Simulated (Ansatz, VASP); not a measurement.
# Two plane-wave programs on Sb

POSCAR

```
Sb
1.0
    0.0000000000      2.3712425216      2.3712425216
    2.3712425216      0.0000000000      2.3712425216
    2.3712425216      2.3712425216      0.0000000000
Sb
1
Direct
    0.0000000000      0.0000000000      0.0000000000
```

File INCAR.step1:

```
SYSTEM = Sb
PREC = Accurate
ENCUT = 520
ISMEAR = -1
SIGMA = 0.05
LREAL = .FALSE.
LASPH = .TRUE.
NELM = 100
NBANDS = 8
GGA = PE
ALGO = Normal
EDIFF = 1E-4
LWAVE = .TRUE.
LCHARG = .FALSE.
```

File INCAR.step2:

```
SYSTEM = Sb
PREC = Accurate
ENCUT = 520
EDIFF = 1E-7
ISMEAR = -1
SIGMA = 0.05
LREAL = .FALSE.
LASPH = .TRUE.
NELM = 100
ALGO = Normal
ISIF = 2
LWAVE = .FALSE.
LCHARG = .FALSE.
METAGGA = R2SCAN
LMIXTAU = .TRUE.
NBANDS = 8
ISTART = 1
```

Contents of KPOINTS:

```
Automatic mesh
0
G
  10 10 10
  0 0 0
```

Contents of input.yaml:

```yaml
crystal:
  lattice:
    - [0.0, 2.3712425216, 2.3712425216]
    - [2.3712425216, 0.0, 2.3712425216]
    - [2.3712425216, 2.3712425216, 0.0]
  atoms:
    - { symbol: Sb, position: [0.0, 0.0, 0.0] }
hamiltonian:
  xc: r2scan
  pseudopotentials: { kind: paw }
kpoints:
  mp_grid: { grid: [10, 10, 10] }
scf:
  occupations: { method: fermi_dirac, width: 0.05 }
output:
  forces: true
  stress: true
  eigenvalues: true
  write_density: true
  write_potential: true
  elf: true
  volumetric_format: npy
```

Alike in both runs: task single point; functional r2SCAN; k mesh 10 × 10 × 10; occupations fermi-dirac, width 0.05 eV; no spin polarisation.

|  | VASP | Ansatz |
| --- | --- | --- |
| version | VASP 6.6.1 | Ansatz 0.2.0 |
| potentials or method | VASP PAW PBE potentials, release 64 (Sb) | Ansatz PAW |
| plane-wave cutoff (eV) | 520 | 500 |
| valence electrons in the cell | 5 | 15 |

|  | VASP | Ansatz | Ansatz less VASP |
| --- | --- | --- | --- |
| gap on the k mesh at the Fermi level (eV) | none | none | - |
| pressure (GPa) | 1.0 | 1.1 | +0.11 |

VASP's potentials were made for PBE, not for r2SCAN. A gap of «none» marks a metal or a gap that the smearing closes. VASP's potentials hold 5 valence electrons a cell and Ansatz's 15, so a difference there can come from the potentials and not from the codes.

Neither program's run includes spin-orbit coupling.
